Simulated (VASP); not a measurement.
# SiC (P6_3mc) in VASP: a series of runs

Runs on SiC. Level: PBE. Tasks: single point.

Program: VASP 6.6.1. These are calculated values, not measurements. Logs are shortened: lines on timing, memory, paths and dates and some standing lists are left out, and cuts for length are marked.

### 1 The cell of the first run

Symmetry: P6_3mc, No. 186, hexagonal system. The conventional cell has a = 3.149 Å, b = 3.149 Å, c = 4.892 Å, α = 90.00°, β = 90.00°, γ = 120.00°. Within 2.3 Å of Si (site symmetry 3m) lie 4 C at 1.69 to 1.97 Å. C (site symmetry 3m) has 4 Si at 1.69 to 1.97 Å within 2.3 Å.

### 2 Single point, PBE (c/a of the conventional cell at fixed volume 1.5534)

Contents of INCAR:

```
PREC = Accurate ; ENCUT = 520
EDIFF = 1E-6 ; ISMEAR = 0
SIGMA = 0.05 ; LREAL = False
LASPH = True ; NELM = 60
ALGO = Normal ; ISIF = 2
LWAVE = False ; LCHARG = False
GGA = PE ; NBANDS = 16
```

Contents of KPOINTS:

```
regular mesh
0
Gamma
  12 12 6
```

Contents of POSCAR:

```
SiC
1.0
    3.1490718908      0.0000000000      0.0000000000
   -1.5745359454      2.7271762558      0.0000000000
    0.0000000000      0.0000000000      4.8917682752
Si C
2 2
Direct
    0.3333333333      0.6666666667      0.0045639005
    0.6666666667      0.3333333333      0.5045639005
    0.3333333333      0.6666666667      0.3506168194
    0.6666666667      0.3333333333      0.8506168194
```

Potentials or basis: VASP PAW PBE potentials, release 64 (Si, C).

Run with:

```console
cat potpaw_PBE.64/Si/POTCAR potpaw_PBE.64/C/POTCAR > POTCAR
mpirun -np 1 vasp_std > vasp.out
```

OUTCAR:

```text
PREC = Accurate
   ENCUT = 520
   EDIFF = 1E-6
   ISMEAR = 0
   LREAL = False
   LASPH = True
   NELM = 60
   ISIF = 2
   GGA = PE

 ion  position               nearest neighbor table
   1  0.333  0.667  0.005-   3 1.69   4 1.97   4 1.97   4 1.97   2 3.05   2 3.05   2 3.05   2 3.05
                             2 3.05   2 3.05
   2  0.667  0.333  0.505-   4 1.69   3 1.97   3 1.97   3 1.97   1 3.05   1 3.05   1 3.05   1 3.05
                             1 3.05   1 3.05
   3  0.333  0.667  0.351-   1 1.69   2 1.97   2 1.97   2 1.97
   4  0.667  0.333  0.851-   2 1.69   1 1.97   1 1.97   1 1.97

  LATTYP: Found a hexagonal cell.
 ALAT       =     3.1490718908
 C/A-ratio  =     1.5534000000

  Lattice vectors:

 A1 = (   3.1490718908,   0.0000000000,   0.0000000000)
 A2 = (  -1.5745359454,   2.7271762558,   0.0000000000)
 A3 = (   0.0000000000,   0.0000000000,   4.8917682752)

Analysis of symmetry for initial positions (statically):
=====================================================================
 Subroutine PRICEL returns:
 Original cell was already a primitive cell.

 Routine SETGRP: Setting up the symmetry group for a
 hexagonal supercell.

 Subroutine GETGRP returns: Found 12 space group operations
 (whereof  6 operations were pure point group operations)
 out of a pool of 24 trial point group operations.

The static configuration has the point symmetry C_3v.
 The point group associated with its full space group is C_6v.

Analysis of symmetry for dynamics (positions and initial velocities):
=====================================================================
 Subroutine PRICEL returns:
 Original cell was already a primitive cell.

 Routine SETGRP: Setting up the symmetry group for a
 hexagonal supercell.

 Subroutine GETGRP returns: Found 12 space group operations
 (whereof  6 operations were pure point group operations)
 out of a pool of 24 trial point group operations.

The dynamic configuration has the point symmetry C_3v.
 The point group associated with its full space group is C_6v.

 Subroutine INISYM returns: Found 12 space group operations
 (whereof  6 operations are pure point group operations),
 and found     1 'primitive' translations

----------------------------------------------------------------------------------------

                                     Primitive cell

  volume of cell :      42.0109

  direct lattice vectors                    reciprocal lattice vectors
     3.149071891  0.000000000  0.000000000     0.317553881  0.183339819  0.000000000
    -1.574535945  2.727176256  0.000000000     0.000000000  0.366679637  0.000000000
     0.000000000  0.000000000  4.891768275     0.000000000  0.000000000  0.204425055

  length of vectors
     3.149071891  3.149071891  4.891768275     0.366679637  0.366679637  0.204425055

  position of ions in fractional coordinates (direct lattice)
     0.333333333  0.666666667  0.004563901
     0.666666667  0.333333333  0.504563901
     0.333333333  0.666666667  0.350616819
     0.666666667  0.333333333  0.850616819

  ion indices of the primitive-cell ions
   primitive index   ion index
                 1           1
                 2           2
                 3           3
                 4           4

----------------------------------------------------------------------------------------

 KPOINTS: regular mesh

Automatic generation of k-mesh.
 Grid dimensions read from file:
 generate k-points for:   12   12    6

 Generating k-lattice:

  Cartesian coordinates                     Fractional coordinates (reciprocal lattice)
     0.026462823  0.015278318  0.000000000     0.083333333 -0.000000000  0.000000000
     0.000000000  0.030556636  0.000000000     0.000000000  0.083333333  0.000000000
     0.000000000  0.000000000  0.034070843     0.000000000  0.000000000  0.166666667

  Length of vectors
     0.030556636  0.030556636  0.034070843

  Shift w.r.t. Gamma in fractional coordinates (k-lattice)
     0.000000000  0.000000000  0.000000000

 Subroutine IBZKPT returns following result:
[... 49 lines left out ...]
 Fermi energy:         8.5575214740

 k-point     1 :       0.0000    0.0000    0.0000
  band No.  band energies     occupation
      1      -7.4169      2.00000
      2      -3.3327      2.00000
      3      -0.8823      2.00000
      4       6.5887      2.00000
      5       6.5887      2.00000
      6       7.2259      2.00000
[... 8 lines left out ...]
     15      17.1978      0.00000
     16      18.6857      0.00000

 k-point     2 :       0.0833    0.0000    0.0000
  band No.  band energies     occupation
      1      -7.3045      2.00000
      2      -3.2482      2.00000
      3      -0.7790      2.00000
      4       5.9100      2.00000
      5       6.3815      2.00000
      6       7.0499      2.00000
[... 8 lines left out ...]
     15      17.4193      0.00000
     16      18.1651      0.00000

 k-point     3 :       0.1667    0.0000    0.0000
  band No.  band energies     occupation
      1      -6.9704      2.00000
      2      -3.0090      2.00000
      3      -0.4768      2.00000
      4       4.4798      2.00000
      5       5.9160      2.00000
      6       6.4244      2.00000
[... 8 lines left out ...]
     15      17.8421      0.00000
     16      17.8459      0.00000

 k-point     4 :       0.2500    0.0000    0.0000
  band No.  band energies     occupation
      1      -6.4269      2.00000
      2      -2.6733      2.00000
      3      -0.0083      2.00000
      4       2.9757      2.00000
      5       5.3364      2.00000
      6       5.4141      2.00000
[... 8 lines left out ...]
     15      18.3583      0.00000
     16      18.6898      0.00000
[... 324 lines left out ...]
 k-point    22 :       0.1667    0.0000    0.1667
  band No.  band energies     occupation
      1      -6.8260      2.00000
      2      -3.6809      2.00000
      3       0.3592      2.00000
      4       4.6305      2.00000
      5       5.8674      2.00000
      6       6.0247      2.00000
[... 8 lines left out ...]
     15      17.7154      0.00000
     16      18.4963      0.00000

 k-point    23 :       0.2500    0.0000    0.1667
  band No.  band energies     occupation
      1      -6.2852      2.00000
      2      -3.2665      2.00000
      3       0.6413      2.00000
      4       3.2318      2.00000
      5       4.7495      2.00000
      6       5.5300      2.00000
[... 8 lines left out ...]
     15      18.6674      0.00000
     16      18.9760      0.00000

 k-point    24 :       0.3333    0.0000    0.1667
  band No.  band energies     occupation
      1      -5.5674      2.00000
      2      -2.8348      2.00000
      3       0.5837      2.00000
      4       2.4941      2.00000
      5       3.5130      2.00000
      6       5.1210      2.00000
[... 8 lines left out ...]
     15      19.3895      0.00000
     16      19.9225      0.00000

 [... further k-points ...]

------------------------ aborting loop because EDIFF is reached ----------------------------------------

  FORCE on cell =-STRESS in cart. coord.  units (eV):
  Direction    XX          YY          ZZ          XY          YZ          ZX
  --------------------------------------------------------------------------------------
  -------------------------------------------------------------------------------------
  Total       -3.5663480     -3.5663480     13.2210591      0.0000000      0.0000000      0.0000000
  in kB     -136.0105626   -136.0105626    504.2143151      0.0000000      0.0000000      0.0000000
  external PRESSURE =      77.3977300 kB  Pullay stress =       0.0000000 kB

 VOLUME and BASIS-vectors are now :
 -----------------------------------------------------------------------------
  energy-cutoff  :      520.00
  volume of cell :       42.01
      direct lattice vectors                 reciprocal lattice vectors
     3.149071891  0.000000000  0.000000000     0.317553881  0.183339819  0.000000000
    -1.574535945  2.727176256  0.000000000     0.000000000  0.366679637  0.000000000
     0.000000000  0.000000000  4.891768275     0.000000000  0.000000000  0.204425055

 POSITION                                       TOTAL-FORCE (eV/Angst)
 -----------------------------------------------------------------------------------
     -0.00000      1.81812      0.02233        -0.000000      0.000000     -4.952888
      1.57454      0.90906      2.46821         0.000000      0.000000     -4.952888
     -0.00000      1.81812      1.71514        -0.000000     -0.000000      4.952888
      1.57454      0.90906      4.16102         0.000000      0.000000      4.952888
 -----------------------------------------------------------------------------------
    total drift:                               -0.000000     -0.000000      0.000277

  FREE ENERGIE OF THE ION-ELECTRON SYSTEM (eV)
  ---------------------------------------------------
  free  energy   TOTEN  =       -29.2073823677 eV

  energy  without entropy=      -29.2073823677  energy(sigma->0) =      -29.20738237
```

Run time: 39 s. Hardware: 1 thread of Intel Xeon 8259CL, shared host; peak memory 0.18 GiB.

Results:

| Item | Value |
| --- | --- |
| Free energy | -29.2074 eV |
| Pressure | 7.7 GPa |
| Largest force | 4.953 eV/Å |
| Band gap on the k mesh | 1.62 eV, indirect (least direct gap 3.20 eV) |

Forces on the atoms (eV/Å):
```
Si   0.000  0.000 -4.953
Si   0.000  0.000 -4.953
C    0.000  0.000  4.953
C    0.000  0.000  4.953
```

Levels at points of the mesh, in eV from the valence-band top:
| k point | band 6 | band 7 | band 8 | band 9 | band 10 | band 11 |
| --- | --- | --- | --- | --- | --- | --- |
| (0.00, 0.00, 0.00) | -1.05 | 0.00 | 0.00 | 3.76 | 5.91 | 5.99 |
| (0.50, 0.00, 0.00) | -4.01 | -3.63 | -0.92 | 2.28 | 3.83 | 5.94 |
| (0.00, 0.00, 0.50) | -0.93 | -0.93 | -0.93 | 5.11 | 5.11 | 6.77 |
| (0.50, 0.00, 0.50) | -2.67 | -2.58 | -2.58 | 3.01 | 3.01 | 5.57 |

Caveat: forces of over 1 eV/Å act on the atoms, so gaps and moduli don't describe the material at rest.

### 3 Single point, PBE (c/a of the conventional cell at fixed volume 1.7285)

Contents of INCAR:

```
ALGO     = Normal         # electronic algorithm
EDIFF    = 1E-7           # SCF threshold, eV
ENCUT    = 520            # plane-wave cutoff, eV
GGA      = PE             # functional
ISIF     = 2              # what is computed and relaxed
ISMEAR   = 0              # smearing method
LASPH    = True           # aspherical terms in the spheres
LCHARG   = False          # write CHGCAR
LREAL    = False          # projectors in reciprocal space
LWAVE    = False          # write WAVECAR
NBANDS   = 16             # bands
NELM     = 80             # most SCF steps
PREC     = Accurate       # precision mode
SIGMA    = 0.05           # smearing width, eV
```

Contents of KPOINTS:

```
k-points
0
Gamma
  12 12 6
```

Contents of POSCAR:

```
SiC
1.0
    3.0389289587      0.0000000000      0.0000000000
   -1.5194644794      2.6317896786      0.0000000000
    0.0000000000      0.0000000000      5.2527887052
Si C
2 2
Direct
    0.3333333333      0.6666666667      0.0045639005
    0.6666666667      0.3333333333      0.5045639005
    0.3333333333      0.6666666667      0.3804360995
    0.6666666667      0.3333333333      0.8804360995
```

Potentials or basis: VASP PAW PBE potentials, release 64 (Si, C).

Run with:

```console
cat potpaw_PBE.64/Si/POTCAR potpaw_PBE.64/C/POTCAR > POTCAR
mpirun -np 1 vasp_std > vasp.out
```

Wall time 54 s (1 thread of Intel Xeon 8259CL, shared host); peak memory 0.18 GiB.

Results (log left out):

- Free energy: -29.9865 eV
- Pressure: 0.9 GPa
- Largest force: 0.342 eV/Å
- Band gap on the k mesh: 2.11 eV, indirect (least direct gap 4.39 eV)

Forces in eV/Å, atoms in the order of the input:
```
Si   0.000  0.000  0.342
Si   0.000  0.000  0.342
C    0.000  0.000 -0.342
C    0.000  0.000 -0.342
```

Stress tensor (GPa, compression positive):
```
  9.88   0.00   0.00
  0.00   9.88   0.00
  0.00   0.00 -17.07
```

Levels at points of the mesh, in eV from the valence-band top:
```
           k point  band 6  band 7  band 8  band 9  band 10  band 11
(0.00, 0.00, 0.00)   -0.41    0.00    0.00    4.92     5.42     6.94
(0.50, 0.00, 0.00)   -3.25   -3.10   -1.33    3.06     3.85     6.67
(0.00, 0.00, 0.50)   -0.57   -0.57   -0.57    6.29     6.29     7.58
(0.50, 0.00, 0.50)   -2.57   -2.35   -2.35    2.99     2.99     5.01
```

### 4 Single point, PBE (c/a of the conventional cell at fixed volume 1.6410)

Contents of INCAR:

```
SYSTEM = SiC
ALGO = Normal ; EDIFF = 1E-6
ENCUT = 520 ; GGA = PE
ISIF = 2 ; ISMEAR = 0
LASPH = .True. ; LCHARG = .True.
LELF = .True. ; LREAL = .False.
LVHAR = .True. ; LWAVE = .False.
NBANDS = 16 ; NELM = 80
PREC = Accurate ; SIGMA = 0.05
```

Contents of KPOINTS:

```
k-points
0
Gamma
  12 12 6
  0 0 0
```

Contents of POSCAR:

```
SiC
1.0
    3.0920366030      0.0000000000      0.0000000000
   -1.5460183015      2.6777822476      0.0000000000
    0.0000000000      0.0000000000      5.0738984874
Si C
2 2
Direct
    0.3333333333      0.6666666667      0.0045639005
    0.6666666667      0.3333333333      0.5045639005
    0.3333333333      0.6666666667      0.3506168194
    0.6666666667      0.3333333333      0.8506168194
```

Run with:

```console
cat potpaw_PBE.64/Si/POTCAR potpaw_PBE.64/C/POTCAR > POTCAR
mpirun -np 1 vasp_std > vasp.out
```

Run time: 43 s. Hardware: 1 thread of Intel Xeon 8259CL, shared host; peak memory 0.18 GiB.

It converged, with:

```
Free energy            : -29.6196 eV
Pressure               : 2.8 GPa
Largest force          : 3.582 eV/Å
Band gap on the k mesh : 1.25 eV, indirect (least direct gap 3.61 eV)
```

Forces in eV/Å, atoms in the order of the input:
```
Si   0.000  0.000 -3.582
Si   0.000  0.000 -3.582
C    0.000  0.000  3.582
C    0.000  0.000  3.582
```

Stress tensor (GPa, compression positive):
```
-4.71  0.00  0.00
 0.00 -4.71  0.00
 0.00  0.00 17.86
```

Levels at points of the mesh, in eV from the valence-band top:
| k point | band 4 | band 5 | band 6 | band 7 | band 8 | band 9 | band 10 | band 11 | band 12 | band 13 |
| --- | --- | --- | --- | --- | --- | --- | --- | --- | --- | --- |
| (0.00, 0.00, 0.00) | -1.43 | -1.43 | -1.36 | 0.00 | 0.00 | 4.43 | 5.63 | 6.24 | 6.24 | 7.65 |
| (0.50, 0.00, 0.00) | -6.24 | -6.22 | -4.19 | -3.45 | -1.10 | 2.52 | 3.33 | 5.95 | 6.31 | 9.34 |
| (0.00, 0.00, 0.50) | -5.24 | -0.78 | -0.78 | -0.78 | -0.78 | 5.54 | 5.54 | 6.99 | 6.99 | 6.99 |
| (0.50, 0.00, 0.50) | -8.42 | -3.09 | -3.09 | -2.51 | -2.51 | 2.72 | 2.72 | 5.13 | 5.13 | 9.38 |

Caveat: forces of over 1 eV/Å act on the atoms, so gaps and moduli don't describe the material at rest.

### 5 Single point, PBE (c/a of the conventional cell at fixed volume 1.7285)

Contents of INCAR:

```
SYSTEM = SiC
PREC = Accurate ; ENCUT = 520
EDIFF = 1E-6 ; ISMEAR = 0
SIGMA = 0.05 ; LREAL = .FALSE.
LASPH = .TRUE. ; NELM = 80
ALGO = Normal ; ISIF = 2
LWAVE = .FALSE. ; LCHARG = .FALSE.
GGA = PE ; NBANDS = 16
```

Contents of KPOINTS:

```
Automatic mesh
0
G
  12 12 6
  0 0 0
```

Contents of POSCAR:

```
SiC
1.0
    3.0389289587      0.0000000000      0.0000000000
   -1.5194644794      2.6317896786      0.0000000000
    0.0000000000      0.0000000000      5.2527887052
Si C
2 2
Direct
    0.3333333333      0.6666666667      0.0045639005
    0.6666666667      0.3333333333      0.5045639005
    0.3333333333      0.6666666667      0.3506168194
    0.6666666667      0.3333333333      0.8506168194
```

Run with:

```console
cat potpaw_PBE.64/Si/POTCAR potpaw_PBE.64/C/POTCAR > POTCAR
mpirun -np 1 vasp_std > vasp.out
```

Run time: 47 s. Hardware: 1 thread of Intel Xeon 8259CL, shared host; peak memory 0.18 GiB.

The run converged. Its results:

```
Free energy            : -29.6587 eV
Pressure               : 0.0 GPa
Largest force          : 2.711 eV/Å
Band gap on the k mesh : 0.91 eV, indirect (least direct gap 3.82 eV)
```

Forces in eV/Å, atoms in the order of the input:
```
Si   0.000  0.000 -2.711
Si   0.000  0.000 -2.711
C    0.000  0.000  2.711
C    0.000  0.000  2.711
```

Stress tensor (GPa, compression positive):
```
 4.48  0.00  0.00
 0.00  4.48  0.00
 0.00  0.00 -8.97
```

Levels at points of the mesh, in eV from the valence-band top:
| k point | band 5 | band 6 | band 7 | band 8 | band 9 | band 10 | band 11 | band 12 |
| --- | --- | --- | --- | --- | --- | --- | --- | --- |
| (0.00, 0.00, 0.00) | -1.20 | -1.20 | 0.00 | 0.00 | 4.61 | 5.06 | 6.49 | 6.49 |
| (0.50, 0.00, 0.00) | -6.35 | -4.35 | -3.29 | -1.25 | 2.71 | 2.85 | 5.97 | 6.24 |
| (0.00, 0.00, 0.50) | -0.65 | -0.65 | -0.65 | -0.65 | 5.96 | 5.96 | 7.20 | 7.20 |
| (0.50, 0.00, 0.50) | -3.47 | -3.47 | -2.46 | -2.46 | 2.31 | 2.31 | 4.87 | 4.87 |

Caveat: forces of over 1 eV/Å act on the atoms, so gaps and moduli don't describe the material at rest.

### 6 Single point, PBE (c/a of the conventional cell at fixed volume 1.7285)

Contents of INCAR:

```
PREC = Accurate ; ENCUT = 520
EDIFF = 1E-6 ; ISMEAR = 0
SIGMA = 0.05 ; LREAL = F
LASPH = T ; NELM = 80
ALGO = Normal ; ISIF = 2
LWAVE = F ; LCHARG = F
GGA = PE ; NBANDS = 16
```

Contents of KPOINTS:

```
regular mesh
0
Gamma
  12 12 6
```

Edit POSCAR of step 5 so:

```diff
@@ -10,3 +10,3 @@
     0.6666666667      0.3333333333      0.5045639005
-    0.3333333333      0.6666666667      0.3506168194
-    0.6666666667      0.3333333333      0.8506168194
+    0.3333333333      0.6666666667      0.4102553796
+    0.6666666667      0.3333333333      0.9102553796
```

Potentials or basis: VASP PAW PBE potentials, release 64 (Si, C).

Run with:

```console
cat potpaw_PBE.64/Si/POTCAR potpaw_PBE.64/C/POTCAR > POTCAR
mpirun -np 1 vasp_std > vasp.out
```

Run time: 49 s. Hardware: 1 thread of Intel Xeon 8259CL, shared host; peak memory 0.18 GiB.

It converged, with:

```yaml
Free_energy: -29.6009 eV
Pressure: 6.0 GPa
Largest_force: 1.890 eV/Å
Band_gap_on_the_k_mesh: 2.43 eV, indirect (least direct gap 4.43 eV)
```

Forces in eV/Å, atoms in the order of the input:
```
Si   0.000  0.000  1.890
Si   0.000  0.000  1.890
C    0.000  0.000 -1.890
C    0.000  0.000 -1.890
```

Stress tensor (GPa, compression positive):
```
 16.50   0.00   0.00
  0.00  16.50   0.00
  0.00   0.00 -15.12
```

Levels at points of the mesh, in eV from the valence-band top:
```tsv
k point	band 5	band 6	band 7	band 8	band 9	band 10	band 11	band 12
(0.00, 0.00, 0.00)	-1.74	-0.79	-0.79	0.00	4.45	5.04	6.61	6.61
(0.50, 0.00, 0.00)	-5.13	-3.70	-2.96	-2.14	2.65	3.88	6.06	7.70
(0.00, 0.00, 0.50)	-1.29	-1.29	-1.29	-1.29	5.88	5.88	7.17	7.17
(0.50, 0.00, 0.50)	-3.02	-3.02	-2.40	-2.40	2.76	2.76	4.34	4.34
```

Caveat: forces of over 1 eV/Å act on the atoms, so gaps and moduli don't describe the material at rest. A k mesh can miss the band edges.

### 7 Summary

```csv
cell,gap on the mesh (eV),pressure (GPa),largest force (eV/Å)
"a = 3.149, b = 3.149, c = 4.892 Å, angles 90.0, 90.0, 120.0°, 4 atoms",1.62,7.7,4.95
"a = 3.039, b = 3.039, c = 5.253 Å, angles 90.0, 90.0, 120.0°, 4 atoms",2.43,6.0,1.89
"a = 3.092, b = 3.092, c = 5.074 Å, angles 90.0, 90.0, 120.0°, 4 atoms",1.25,2.8,3.58
```

Some of these runs hold the atoms at other places in the same cell, which the table doesn't show; runs alike in all that it shows share one row.

Alike in all rows: task single point; level PBE; potentials or basis VASP PAW PBE potentials, release 64 (Si, C); no spin polarisation; k mesh 12 × 12 × 6; cutoff (eV) 520; smearing gaussian 0.05 eV.

Caveats: forces of over 1 eV/Å act on the atoms, so gaps and moduli don't describe the material at rest.

Absolute energies hang on the potentials; compare differences alone.
